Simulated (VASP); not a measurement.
Input of a VASP 6.6.1 run:

INCAR

```
SYSTEM = In3Sb2As
PREC     = Accurate       ! precision mode
ENCUT    = 520            ! plane-wave cutoff, eV
EDIFF    = 1E-6           ! SCF threshold, eV
ISMEAR   = 0              ! smearing method
SIGMA    = 0.1            ! smearing width, eV
LREAL    = .FALSE.        ! projectors in reciprocal space
LASPH    = .TRUE.         ! aspherical terms in the spheres
NELM     = 80             ! most SCF steps
ALGO     = Normal         ! electronic algorithm
ISIF     = 2              ! what is computed and relaxed
LWAVE    = .FALSE.        ! write WAVECAR
LCHARG   = .FALSE.        ! write CHGCAR
GGA      = PE             ! functional
NBANDS   = 36             ! bands
```

File KPOINTS:

```
regular mesh
0
G
  12 2 12
  0 0 0
```

Contents of POSCAR:

```
In3Sb2As
1.0
    3.0367416316      0.0000000000      0.0000000000
    0.0000000000     18.1566419803      0.0000000000
    0.0000000000      0.0000000000      3.0453145518
In Sb As
3 2 1
Direct
    0.0000000000      0.1555276774      0.9357294953
    0.0000000000      0.5000000000      0.8706230809
    0.0000000000      0.8444723226      0.9357294953
    0.0000000000      0.3287463917      0.8747191814
    0.0000000000      0.6712536083      0.8747191814
    0.0000000000      0.0000000000      0.7584795657
```

Potentials or basis: VASP PAW PBE potentials, release 64 (In_d, Sb, As).

Launch:

```bash
$ cat potpaw_PBE.64/In_d/POTCAR potpaw_PBE.64/Sb/POTCAR potpaw_PBE.64/As/POTCAR > POTCAR
$ mpirun -np 1 vasp_std > vasp.out
```

**Question.** Predict the pressure.

**Answer.** 0.0 GPa.

**Question.** What does it give for the band gap on the k mesh?

**Answer.** Zero (bands 27 and 28 overlap by 4.73 eV).

Forces in eV/Å, atoms in the order of the input:
```
In   0.000  0.002  0.000
In   0.000  0.000  0.000
In   0.000 -0.002  0.000
Sb   0.000  0.000  0.001
Sb   0.000  0.000  0.001
As   0.000  0.000 -0.001
```

Caveat: spin-orbit coupling is left out, which moves the levels of the heavy elements.
